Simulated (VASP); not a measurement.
Wanted: the native input for a VASP 6.6.1 run.

```
Task                   : relaxation of cell and atoms
Functional             : PBE
Potentials or basis    : VASP PAW PBE potentials, release 64 (Ge_d, W_sv)
Cutoff                 : 600 eV
k mesh                 : 4 × 4 × 4
Occupations            : gaussian, width 0.1 eV
Spin                   : no spin polarisation
Dipole correction      : no
Further INCAR settings : ALGO = Normal; EDIFF = 1e-07; IBRION = 2; EDIFFG = -0.04; NSW = 90; ISIF = 3
```

The structure of Ge3W2 lies in POSCAR:

```
Ge3W2
1.0
    3.9998290700      0.0000000000      0.0000000000
    0.0000000000      3.9998290700      0.0000000000
    0.0000000000      0.0000000000      3.9998290700
Ge W
3 2
Direct
    0.5000000000      0.0000000000      0.0000000000
    0.0000000000      0.5000000000      0.0000000000
    0.0000000000      0.0000000000      0.5000000000
    0.5000000000      0.5000000000      0.5000000000
    0.0000000000      0.0000000000      0.0000000000
```

One way to write it, as run:

INCAR

```
ALGO = Normal ; EDIFF = 1E-7
EDIFFG = -0.04 ; ENCUT = 600
GGA = PE ; IBRION = 2
ISIF = 3 ; ISMEAR = 0
LASPH = True ; LCHARG = False
LREAL = False ; LWAVE = False
NELM = 100 ; NSW = 90
PREC = Accurate ; SIGMA = 0.1
```

KPOINTS

```
k-points
0
Gamma
  4 4 4
```

Potentials or basis: VASP PAW PBE potentials, release 64 (Ge_d, W_sv).

The run is started by

```console
$ cat potpaw_PBE.64/Ge_d/POTCAR potpaw_PBE.64/W_sv/POTCAR > POTCAR
$ mpirun -np 1 vasp_std > vasp.out
```

It gave:

| Quantity | Value |
| --- | --- |
| Relaxed volume | 22.23 Å³/atom |
| Relaxed cell | a = 4.808 Å, b = 4.808 Å, c = 4.808 Å, α = 90.00°, β = 90.00°, γ = 90.00° |
| Space group after relaxing (to 0.05 Å) | Pm-3m (No. 221) |
| Energy gained by relaxing | 2875.6 meV/atom |
| Ionic steps | 6 |
| Pressure after relaxing | -0.1 GPa |
| Band gap on the k mesh | zero (band 35 reaches 5.95 eV, above the bottom of band 36 at 5.78 eV) |

Caveat: the k points lie up to 0.33 Å⁻¹ apart in the final cell; the volume moved by over 15 % at a fixed basis, so the end points are rough; spin-orbit coupling is left out, which moves the levels of the heavy elements.

It took 2.5 min on 1 thread of Intel(R) Xeon(R) Platinum 8375C CPU @ 2.90GHz (Ice Lake), on a shared host, peak memory 0.2 GiB.
